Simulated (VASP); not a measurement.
# Ga3Se (Pm-3m) in VASP: notebook

The runs below take Ga3Se through single point, relaxation of cell and atoms, with PBEsol.

Program: VASP 6.6.1. These are calculated values, not measurements. Logs are shortened: lines on timing, memory, paths and dates and some standing lists are left out, and cuts for length are marked.

**1. The cell of the first run**

Symmetry: Pm-3m, No. 221, cubic system. The conventional cell has a = 4.190 Å, b = 4.190 Å, c = 4.190 Å, α = 90.00°, β = 90.00°, γ = 90.00°. Within 3.9 Å of Se (site symmetry m-3m) lie 12 Ga at 2.96 Å. Ga (site symmetry 4/mmm) has 4 Se at 2.96 Å and 8 Ga at 2.96 Å within 3.9 Å.

**2. Single point, PBEsol**

INCAR reads:

```
PREC     = Accurate       # precision mode
ENCUT    = 520            # plane-wave cutoff, eV
EDIFF    = 1E-6           # SCF threshold, eV
ISMEAR   = -1             # smearing method
SIGMA    = 0.05           # smearing width, eV
LREAL    = False          # projectors in reciprocal space
LASPH    = True           # aspherical terms in the spheres
NELM     = 60             # most SCF steps
ALGO     = Normal         # electronic algorithm
ISIF     = 2              # what is computed and relaxed
LWAVE    = False          # write WAVECAR
LCHARG   = False          # write CHGCAR
GGA      = PS             # functional
NBANDS   = 30             # bands
```

KPOINTS reads:

```
regular mesh
0
Gamma
  6 6 6
```

POSCAR reads:

```
Ga3Se
1.0
    4.1897506472      0.0000000000      0.0000000000
    0.0000000000      4.1897506472      0.0000000000
    0.0000000000      0.0000000000      4.1897506472
Se Ga
1 3
Direct
    0.0000000000      0.0000000000      0.0000000000
    0.5000000000      0.5000000000      0.0000000000
    0.5000000000      0.0000000000      0.5000000000
    0.0000000000      0.5000000000      0.5000000000
```

Potentials or basis: VASP PAW PBE potentials, release 64 (Se, Ga_d).

Launch:

```sh
$ cat potpaw_PBE.64/Se/POTCAR potpaw_PBE.64/Ga_d/POTCAR > POTCAR
$ mpirun -np 1 vasp_std > vasp.out
```

OUTCAR:

```text
PREC = Accurate
   ENCUT = 520
   EDIFF = 1E-6
   ISMEAR = -1
   LREAL = False
   LASPH = True
   NELM = 60
   ISIF = 2
   GGA = PS

 ion  position               nearest neighbor table
   1  0.000  0.000  0.000-
   2  0.500  0.500  0.000-
   3  0.500  0.000  0.500-
   4  0.000  0.500  0.500-

  LATTYP: Found a simple cubic cell.
 ALAT       =     4.1897506472

  Lattice vectors:

 A1 = (   4.1897506472,   0.0000000000,   0.0000000000)
 A2 = (   0.0000000000,   4.1897506472,   0.0000000000)
 A3 = (   0.0000000000,   0.0000000000,   4.1897506472)

Analysis of symmetry for initial positions (statically):
=====================================================================
 Subroutine PRICEL returns:
 Original cell was already a primitive cell.

 Routine SETGRP: Setting up the symmetry group for a
 simple cubic supercell.

 Subroutine GETGRP returns: Found 48 space group operations
 (whereof 48 operations were pure point group operations)
 out of a pool of 48 trial point group operations.

The static configuration has the point symmetry O_h .

Analysis of symmetry for dynamics (positions and initial velocities):
=====================================================================
 Subroutine PRICEL returns:
 Original cell was already a primitive cell.

 Routine SETGRP: Setting up the symmetry group for a
 simple cubic supercell.

 Subroutine GETGRP returns: Found 48 space group operations
 (whereof 48 operations were pure point group operations)
 out of a pool of 48 trial point group operations.

The dynamic configuration has the point symmetry O_h .

 Subroutine INISYM returns: Found 48 space group operations
 (whereof 48 operations are pure point group operations),
 and found     1 'primitive' translations

----------------------------------------------------------------------------------------

                                     Primitive cell

  volume of cell :      73.5469

  direct lattice vectors                    reciprocal lattice vectors
     4.189750647  0.000000000  0.000000000     0.238677689  0.000000000  0.000000000
     0.000000000  4.189750647  0.000000000     0.000000000  0.238677689  0.000000000
     0.000000000  0.000000000  4.189750647     0.000000000  0.000000000  0.238677689

  length of vectors
     4.189750647  4.189750647  4.189750647     0.238677689  0.238677689  0.238677689

  position of ions in fractional coordinates (direct lattice)
     0.000000000  0.000000000  0.000000000
     0.500000000  0.500000000  0.000000000
     0.500000000  0.000000000  0.500000000
     0.000000000  0.500000000  0.500000000

  ion indices of the primitive-cell ions
   primitive index   ion index
                 1           1
                 2           2
                 3           3
                 4           4

----------------------------------------------------------------------------------------

 KPOINTS: regular mesh

Automatic generation of k-mesh.
 Grid dimensions read from file:
 generate k-points for:    6    6    6

 Generating k-lattice:

  Cartesian coordinates                     Fractional coordinates (reciprocal lattice)
     0.039779615  0.000000000  0.000000000     0.166666667  0.000000000  0.000000000
     0.000000000  0.039779615  0.000000000     0.000000000  0.166666667  0.000000000
     0.000000000  0.000000000  0.039779615     0.000000000  0.000000000  0.166666667

  Length of vectors
     0.039779615  0.039779615  0.039779615

  Shift w.r.t. Gamma in fractional coordinates (k-lattice)
     0.000000000  0.000000000  0.000000000

 Subroutine IBZKPT returns following result:
 ===========================================

 Found     20 irreducible k-points:

 Following reciprocal coordinates:
            Coordinates               Weight
  0.000000  0.000000  0.000000      1.000000
  0.166667  0.000000  0.000000      6.000000
  0.333333  0.000000  0.000000      6.000000
  0.500000  0.000000  0.000000      3.000000
  0.166667  0.166667  0.000000     12.000000
  0.333333  0.166667  0.000000     24.000000
[... 12 lines left out ...]
  0.500000  0.500000  0.333333      6.000000
  0.500000  0.500000  0.500000      1.000000
   k-points           NKPTS =     20   k-points in BZ     NKDIM =     20   number of bands    NBANDS=     30
   number of dos      NEDOS =    301   number of ions     NIONS =      4
   total plane-waves  NPLWV =  32768
   dimension x,y,z NGX =    32 NGY =   32 NGZ =   32
   dimension x,y,z NGXF=    64 NGYF=   64 NGZF=   64
   ions per type =               1   3
   NGX,Y,Z   is equivalent  to a cutoff of  12.70, 12.70, 12.70 a.u.
   NGXF,Y,Z  is equivalent  to a cutoff of  25.39, 25.39, 25.39 a.u.
 SYSTEM =  unknown system
   PREC   = accura    normal or accurate (medium, high low for compatibility)
   ISTART =      0    job   : 0-new  1-cont  2-samecut
   ICHARG =      2    charge: 1-file 2-atom 10-const
   ISPIN  =      1    spin polarized calculation?
   LNONCOLLINEAR =      F non collinear calculations
   LSORBIT =      F    spin-orbit coupling
   LASPH  =      T    aspherical Exc in radial PAW
   ENCUT  =  520.0 eV  38.22 Ry    6.18 a.u.   7.79  7.79  7.79*2*pi/ulx,y,z
   NELM   =     60;   NELMIN=  2; NELMDL= -5     # of ELM steps
   EDIFF  = 0.1E-05   stopping-criterion for ELM
   LREAL  =      F    real-space projection
   EDIFFG = 0.1E-04   stopping-criterion for IOM
   NSW    =      0    number of steps for IOM
   IBRION =     -1    ionic relax: 0-MD 1-quasi-New 2-CG
   NFREE  =      0    steps in history (QN), initial steepest desc. (CG)
   ISIF   =      2    stress and relaxation
   ISYM   =      2    0-nonsym 1-usesym 2-fastsym
   POTIM  = 0.5000    time-step for ionic-motion
   TEBEG  =    0.0;   TEEND  =   0.0 temperature during run
   PSTRESS=    0.0 pullay stress
   NELECT =      45.0000    total number of electrons
   NUPDOWN=      -1.0000    fix difference up-down
   EMIN   =  10.00;   EMAX   =-10.00  energy-range for DOS
   EFERMI =   0.00;   METHOD = LEGACY
   ISMEAR =    -1;   SIGMA  =   0.05  broadening in eV -4-tet -1-fermi 0-gaus
   EFERMI_NEDOS =   21; number of points for ismear=-14 and -15
   IALGO  =     38    algorithm
   IMIX   =      4    mixing-type and parameters
     AMIX     =   0.40;   BMIX     =  1.00
     AMIX_MAG =   1.60;   BMIX_MAG =  1.00
  volume/ion in A,a.u.               =      18.39       124.08
  Fermi-wavevector in a.u.,A,eV,Ry     =   1.389817  2.626373 26.280880  1.931590
  Thomas-Fermi vector in A             =   2.513811
   LORBIT       =      0    0 simple, 1 ext, 2 COOP (PROOUT), +10 PAW based schemes
   GGA     = PS    functional components
   LHFCALC =     F    Hartree Fock is set to
   AEXX    =    0.0000 exact exchange contribution
   IVDW    =     0    specifies the selected vdW correction
   LEPSILON=     F    determine dielectric tensor
   LRPA    =     F    only Hartree local field effects (RPA)
 non-spin polarized calculation
  energy-cutoff  :      520.00
  volume of cell :       73.55
 maximum number of plane-waves:      2008
 NGX is ok and might be reduce to    32
   NGX = 15   NGY = 15   NGZ = 15

 number of electron      44.9999968 magnetization

 Free energy of the ion-electron system (eV)
  ---------------------------------------------------
  ext. energy  EPLUGINS =         0.00000000
  ---------------------------------------------------
  free energy    TOTEN  =       -13.94074939 eV

  energy without entropy =      -13.92633918  energy(sigma->0) =      -13.93354428

 E-fermi :   6.1180     XC(G=0): -11.2270

 val. band max:        6.1083183880   @ k =   0.3333   0.1667   0.1667
 cond. band min:       6.2135523068   @ k =   0.3333   0.0000   0.0000
 fundamental gap:      0.1052339188
 Fermi energy:         6.1180011682

 k-point     1 :       0.0000    0.0000    0.0000
  band No.  band energies     occupation
      1      -9.1188      2.00000
      2      -8.9713      2.00000
      3      -8.9713      2.00000
      4      -8.9713      2.00000
      5      -8.8953      2.00000
      6      -8.8953      2.00000
[... 22 lines left out ...]
     29      12.5909      0.00000
     30      13.4597      0.00000

 k-point     2 :       0.1667    0.0000    0.0000
  band No.  band energies     occupation
      1      -9.0710      2.00000
      2      -8.9658      2.00000
      3      -8.9511      2.00000
      4      -8.9511      2.00000
      5      -8.8918      2.00000
      6      -8.8788      2.00000
[... 22 lines left out ...]
     29      13.4297      0.00000
     30      13.6500      0.00000

 k-point     3 :       0.3333    0.0000    0.0000
  band No.  band energies     occupation
      1      -8.9659      2.00000
      2      -8.9540      2.00000
      3      -8.8964      2.00000
      4      -8.8964      2.00000
      5      -8.8832      2.00000
      6      -8.8382      2.00000
[... 22 lines left out ...]
     29      13.8129      0.00000
     30      13.9253      0.00000

 k-point     4 :       0.5000    0.0000    0.0000
  band No.  band energies     occupation
      1      -8.9475      2.00000
      2      -8.8985      2.00000
      3      -8.8484      2.00000
      4      -8.8471      2.00000
      5      -8.8471      2.00000
      6      -8.8227      2.00000
[... 22 lines left out ...]
     29      11.7985      0.00000
     30      13.0419      0.00000

 k-point     5 :       0.1667    0.1667    0.0000
  band No.  band energies     occupation
      1      -9.0348      2.00000
      2      -8.9543      2.00000
      3      -8.9370      2.00000
      4      -8.9362      2.00000
      5      -8.8817      2.00000
      6      -8.8674      2.00000
[... 22 lines left out ...]
     29      13.5652      0.00000
     30      13.9022      0.00000
[... 394 lines left out ...]
     29      13.8664      0.00000
     30      15.2966      0.00000

 k-point    18 :       0.5000    0.3333    0.3333
  band No.  band energies     occupation
      1      -9.1251      2.00000
      2      -8.9002      2.00000
      3      -8.8734      2.00000
      4      -8.8704      2.00000
      5      -8.8648      2.00000
      6      -8.8621      2.00000
[... 22 lines left out ...]
     29      14.3018      0.00000
     30      14.4168      0.00000

 k-point    19 :       0.5000    0.5000    0.3333
  band No.  band energies     occupation
      1      -9.1630      2.00000
      2      -8.8882      2.00000
      3      -8.8882      2.00000
      4      -8.8878      2.00000
      5      -8.8622      2.00000
      6      -8.8622      2.00000
[... 22 lines left out ...]
     29      14.3831      0.00000
     30      15.4179      0.00000

 k-point    20 :       0.5000    0.5000    0.5000
  band No.  band energies     occupation
      1      -9.2054      2.00000
      2      -8.8988      2.00000
      3      -8.8988      2.00000
      4      -8.8988      2.00000
      5      -8.8672      2.00000
      6      -8.8672      2.00000
[... 22 lines left out ...]
     29      15.9790      0.00000
     30      16.0159      0.00000

------------------------ aborting loop because EDIFF is reached ----------------------------------------

  FORCE on cell =-STRESS in cart. coord.  units (eV):
  Direction    XX          YY          ZZ          XY          YZ          ZX
  --------------------------------------------------------------------------------------
  -------------------------------------------------------------------------------------
  Total        2.3845038      2.3845038      2.3845038      0.0000000      0.0000000     -0.0000000
  in kB       51.9450391     51.9450391     51.9450391      0.0000000      0.0000000     -0.0000000
  external PRESSURE =      51.9450391 kB  Pullay stress =       0.0000000 kB

 VOLUME and BASIS-vectors are now :
 -----------------------------------------------------------------------------
  energy-cutoff  :      520.00
  volume of cell :       73.55
      direct lattice vectors                 reciprocal lattice vectors
     4.189750647  0.000000000  0.000000000     0.238677689  0.000000000  0.000000000
     0.000000000  4.189750647  0.000000000     0.000000000  0.238677689  0.000000000
     0.000000000  0.000000000  4.189750647     0.000000000  0.000000000  0.238677689

 POSITION                                       TOTAL-FORCE (eV/Angst)
 -----------------------------------------------------------------------------------
      0.00000      0.00000      0.00000         0.000000      0.000000      0.000000
      2.09488      2.09488      0.00000         0.000000      0.000000      0.000000
      2.09488      0.00000      2.09488         0.000000      0.000000      0.000000
      0.00000      2.09488      2.09488         0.000000      0.000000      0.000000
 -----------------------------------------------------------------------------------
    total drift:                                0.000000     -0.000000     -0.000000

  FREE ENERGIE OF THE ION-ELECTRON SYSTEM (eV)
  ---------------------------------------------------
  free  energy   TOTEN  =       -13.9407493862 eV

  energy  without entropy=      -13.9263391779  energy(sigma->0) =      -13.93354428
```

Run time: 57 s. Hardware: 1 thread of Intel Xeon 8259CL, shared host; peak memory 0.19 GiB.

Results:

| Quantity | Value |
| --- | --- |
| Free energy | -13.9407 eV |
| Pressure | 5.2 GPa |
| Band gap on the k mesh | zero (an odd number of electrons rules out a gap without spin polarisation) |

Caveat: the cell stands under pressure; the PAW data sets were made with another functional, which shifts forces and pressure a little.

**3. Single point, PBEsol**

This run uses another cell than the first one, of 19.96 Å³/atom.

INCAR reads:

```
SYSTEM = Ga3Se
PREC = Accurate
ENCUT = 520
EDIFF = 1E-7
ISMEAR = -1
SIGMA = 0.05
LREAL = .FALSE.
LASPH = .TRUE.
NELM = 80
ALGO = Normal
ISIF = 2
LWAVE = .FALSE.
LCHARG = .FALSE.
GGA = PS
NBANDS = 30
```

KPOINTS reads:

```
Automatic mesh
0
G
  6 6 6
  0 0 0
```

POSCAR reads:

```
Ga3Se
1.0
    4.3057892896      0.0000000000      0.0000000000
    0.0000000000      4.3057892896      0.0000000000
    0.0000000000      0.0000000000      4.3057892896
Se Ga
1 3
Direct
    0.0000000000      0.0000000000      0.0000000000
    0.5000000000      0.5000000000      0.0000000000
    0.5000000000      0.0000000000      0.5000000000
    0.0000000000      0.5000000000      0.5000000000
```

Potentials or basis: VASP PAW PBE potentials, release 64 (Se, Ga_d).

Launch:

```sh
$ cat potpaw_PBE.64/Se/POTCAR potpaw_PBE.64/Ga_d/POTCAR > POTCAR
$ mpirun -np 1 vasp_std > vasp.out
```

It took 58 s on 1 thread of Intel Xeon 8259CL, shared host; peak memory 0.19 GiB.

It converged, with:

| Quantity | Value |
| --- | --- |
| Free energy | -14.0347 eV |
| Pressure | 0.2 GPa |
| Band gap on the k mesh | zero (an odd number of electrons rules out a gap without spin polarisation) |

Levels at points of the mesh, in eV from the Fermi level:
| k point | band 20 | band 21 | band 22 | band 23 | band 24 | band 25 | band 26 | band 27 |
| --- | --- | --- | --- | --- | --- | --- | --- | --- |
| (0.00, 0.00, 0.00) | -4.12 | -2.73 | -2.73 | 1.72 | 1.72 | 1.72 | 4.61 | 4.61 |
| (0.50, 0.00, 0.00) | -3.07 | -1.86 | -1.11 | -0.43 | -0.43 | 0.98 | 4.44 | 4.46 |
| (0.50, 0.50, 0.00) | -2.35 | -0.90 | -0.54 | -0.54 | 1.58 | 1.59 | 1.59 | 1.90 |
| (0.50, 0.50, 0.50) | -5.17 | -5.17 | -5.17 | -3.86 | 4.37 | 4.37 | 4.37 | 9.21 |

Caveat: the PAW data sets were made with another functional, which shifts forces and pressure a little.

**4. Relaxation of cell and atoms, PBEsol**

This run uses another cell than the first one, of 21.77 Å³/atom.

INCAR reads:

```
PREC = Accurate
ENCUT = 600
EDIFF = 1E-7
ISMEAR = -1
SIGMA = 0.05
LREAL = False
LASPH = True
NELM = 60
ALGO = Normal
ISIF = 3
LWAVE = False
LCHARG = False
GGA = PS
IBRION = 2
NSW = 80
EDIFFG = -0.02
```

KPOINTS reads:

```
Automatic mesh
0
Gamma
  6 6 6
```

POSCAR reads:

```
Ga3Se
1.0
    4.4324650000      0.0000000000      0.0000000000
    0.0000000000      4.4324650000      0.0000000000
    0.0000000000      0.0000000000      4.4324650000
Se Ga
1 3
Direct
    0.0000000000      0.0000000000      0.0000000000
    0.5000000000      0.5000000000      0.0000000000
    0.5000000000      0.0000000000      0.5000000000
    0.0000000000      0.5000000000      0.5000000000
```

Launch:

```sh
$ cat potpaw_PBE.64/Se/POTCAR potpaw_PBE.64/Ga_d/POTCAR > POTCAR
$ mpirun -np 1 vasp_std > vasp.out
```

Run time: 3.4 min. Hardware: 1 thread of Intel Xeon 8259CL, shared host; peak memory 0.24 GiB.

It converged, with:

- Free energy: -14.0363 eV
- Relaxed volume: 19.95 Å³/atom
- Relaxed cell: a = 4.305 Å, b = 4.305 Å, c = 4.305 Å, α = 90.00°, β = 90.00°, γ = 90.00°
- Space group after relaxing (to 0.1 Å): Pm-3m (No. 221)
- Energy gained by relaxing: 22.2 meV/atom
- Ionic steps: 3
- Pressure after relaxing: 0.0 GPa
- Band gap on the k mesh: zero (an odd number of electrons rules out a gap without spin polarisation)

The path:
| step | energy change (eV) | largest force (eV/Å) | pressure (GPa) | volume (Å³) |
| --- | --- | --- | --- | --- |
| 1 | 0.0000 | 0.0000 | -3.60 | 87.08 |
| 2 | -0.0859 | 0.0000 | -0.78 | 81.06 |
| 3 | -0.0888 | 0.0000 | 0.03 | 79.79 |

Final structure:
```cif
data_structure
_symmetry_space_group_name_H-M 'P 1'
_symmetry_Int_Tables_number 1
_cell_length_a 4.3052
_cell_length_b 4.3052
_cell_length_c 4.3052
_cell_angle_alpha 90.000
_cell_angle_beta 90.000
_cell_angle_gamma 90.000
_cell_volume 79.79
loop_
_atom_site_label
_atom_site_type_symbol
_atom_site_fract_x
_atom_site_fract_y
_atom_site_fract_z
_atom_site_occupancy
Se1 Se 0.00000 0.00000 0.00000 1
Ga1 Ga 0.50000 0.50000 0.00000 1
Ga2 Ga 0.50000 0.00000 0.50000 1
Ga3 Ga 0.00000 0.50000 0.50000 1
```

Levels at points of the mesh, in eV from the Fermi level:
| k point | band 19 | band 20 | band 21 | band 22 | band 23 | band 24 | band 25 | band 26 | band 27 |
| --- | --- | --- | --- | --- | --- | --- | --- | --- | --- |
| (0.00, 0.00, 0.00) | -4.12 | -4.12 | -2.72 | -2.72 | 1.72 | 1.72 | 1.72 | 4.61 | 4.61 |
| (0.50, 0.00, 0.00) | -3.07 | -3.07 | -1.86 | -1.11 | -0.43 | -0.43 | 0.98 | 4.44 | 4.46 |
| (0.50, 0.50, 0.00) | -6.73 | -2.35 | -0.90 | -0.53 | -0.53 | 1.58 | 1.59 | 1.59 | 1.90 |
| (0.50, 0.50, 0.50) | -5.39 | -5.17 | -5.17 | -5.17 | -3.86 | 4.37 | 4.37 | 4.37 | 9.22 |

Caveat: the PAW data sets were made with another functional, which shifts forces and pressure a little.

[end of part 1 of 2]
